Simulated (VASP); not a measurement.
Set up this calculation in VASP 6.6.1, as the native input.

* Task: single point
* Functional: PBEsol
* Potentials or basis: VASP PAW PBE potentials, release 64 (Eu, S)
* Cutoff: 600 eV
* k mesh: 10 × 10 × 10
* Occupations: fermi-dirac, width 0.15 eV
* Spin: collinear spin, ferromagnetic start
* Starting moments: [9.1, 0.0] μB
* Hubbard terms: Eu f U = 3.0 eV
* Dipole correction: no
* Further INCAR settings: ALGO = Normal; EDIFF = 1e-06; NBANDS = 22

The structure of EuS lies in POSCAR:

```
EuS
1.0
    0.0000000000      2.9785000000      2.9785000000
    2.9785000000      0.0000000000      2.9785000000
    2.9785000000      2.9785000000      0.0000000000
Eu S
1 1
Direct
    0.0000000000      0.0000000000      0.0000000000
    0.5000000000      0.5000000000      0.5000000000
```

These files were run (other wordings do the same):

INCAR

```
ALGO = Normal
EDIFF = 1E-6
ENCUT = 600
GGA = PS
GGA_COMPAT = False
ISIF = 2
ISMEAR = -1
ISPIN = 2
LASPH = True
LCHARG = True
LDAU = True
LDAUJ = 0 0
LDAUL = 3 -1
LDAUPRINT = 1
LDAUTYPE = 2
LDAUU = 3 0
LELF = True
LMAXMIX = 6
LORBIT = 11
LREAL = False
LVHAR = True
LWAVE = False
MAGMOM = 9.1 0
NBANDS = 22
NELM = 200
PREC = Accurate
SIGMA = 0.15
```

KPOINTS

```
k-points
0
Gamma
  10 10 10
```

Potentials or basis: VASP PAW PBE potentials, release 64 (Eu, S).

The run is started by

```console
$ cat potpaw_PBE.64/Eu/POTCAR potpaw_PBE.64/S/POTCAR > POTCAR
$ mpirun -np 1 vasp_std > vasp.out
```

Results of the run:

```json
{
 "Pressure": "-3.7 GPa",
 "Band gap on the k mesh": "zero (filled and empty bands overlap)",
 "Net moment": "6.98 μB per cell",
 "Site moments": "Eu +6.66; S -0.07 μB",
 "Valence electrons inside the program's atomic spheres": "Eu 14.77; S 3.72"
}
```

Caveat: the cell stands under tension; the PAW data sets were made with another functional, which shifts forces and pressure a little; spin-orbit coupling is left out, which moves the levels of the heavy elements; a cell with one magnetic atom can't hold antiferromagnetic order, which such compounds often take.

It took 5.6 min on 1 thread of Intel Xeon 8259CL (shared host), peak memory 0.32 GiB.
